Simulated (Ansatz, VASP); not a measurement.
CoMo in VASP and in Ansatz

```
Co Mo
1.0
     2.78192    0.00000    0.00000
    -1.39096    2.40921    0.00000
     0.00000    0.00000    4.31867
Co Mo
1 1
Direct
  0.66667 0.33333 0.50000
  0.33333 0.66667 0.00000
```

Change from the starting cell: volume scaled by 1.1, PAW files.

Alike in both runs: task single point; functional LDA; k mesh 14 × 14 × 8; occupations fermi-dirac, width 0.05 eV; collinear spin.

|  | VASP | Ansatz |
| --- | --- | --- |
| version | VASP 6.6.1 | Ansatz 0.2.0 |
| potentials or method | VASP PAW LDA potentials, release 64 (Co, Mo_sv) | PAW with Ansatz's default frozen-core files, scalar-relativistic |
| plane-wave cutoff (eV) | 520 | 420 |
| valence electrons in the cell | 23 | 31 |

Ansatz gave:

- pressure (GPa): -29.8
- traceless stress, the component that is largest in VASP (GPa): 0.43
- net moment per atom (μB): 0.26
- size of the moment on the site where the two differ most (μB): 0.61

Q: Which values does VASP return?

A: Pressure (GPa): -29.6; traceless stress, the component that is largest in VASP (GPa): -0.03; net moment per atom (μB): 0.24; size of the moment on the site where the two differ most (μB): 0.54.

LDA's correlation is that of Perdew and Zunger in VASP and of Perdew and Wang (1992) in Ansatz. Site moments also hang on the region over which each program counts them. Both programs put the cell under strong tension, so it lies far from rest at this level. VASP's potentials hold 23 valence electrons a cell and Ansatz's 31, so a difference there can come from the potentials and not from the codes.
